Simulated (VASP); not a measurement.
TiC:

```xyz
2
Lattice="0.0000 2.1657 2.1874 2.1657 0.0000 2.1874 2.1657 2.1657 0.0000" Properties=species:S:1:pos:R:3 pbc="T T T"
Ti    0.0000    0.0000    0.0000
C     2.1657    2.1657    2.1874
```

Base run:

| Item | Value |
| --- | --- |
| Program | VASP 6.6.1 |
| Functional | PBEsol |
| Potentials or basis | VASP PAW PBE potentials, release 64 (Ti_sv, C) |
| Cutoff | 520 eV |
| k mesh | 9 × 9 × 9 |
| Occupations | fermi-dirac, width 0.05 eV |
| Spin | no spin polarisation |

Its results: band gap on the k mesh zero (band 8 reaches 9.87 eV, above the bottom of band 9 at 8.78 eV); pressure -8.7 GPa.

Task: The run is repeated on the same cell with these changes: functional from PBEsol to PBE; further incar settings from ALGO = Normal; EDIFF = 1e-07; NBANDS = 15 to ALGO = Normal; EDIFF = 1e-06; NBANDS = 15. What comes out?

Result: Band gap on the k mesh zero (band 8 reaches 10.01 eV, above the bottom of band 9 at 8.92 eV); pressure -2.0 GPa.

Caveats: the PAW data sets were made with another functional, which shifts forces and pressure a little (some runs).
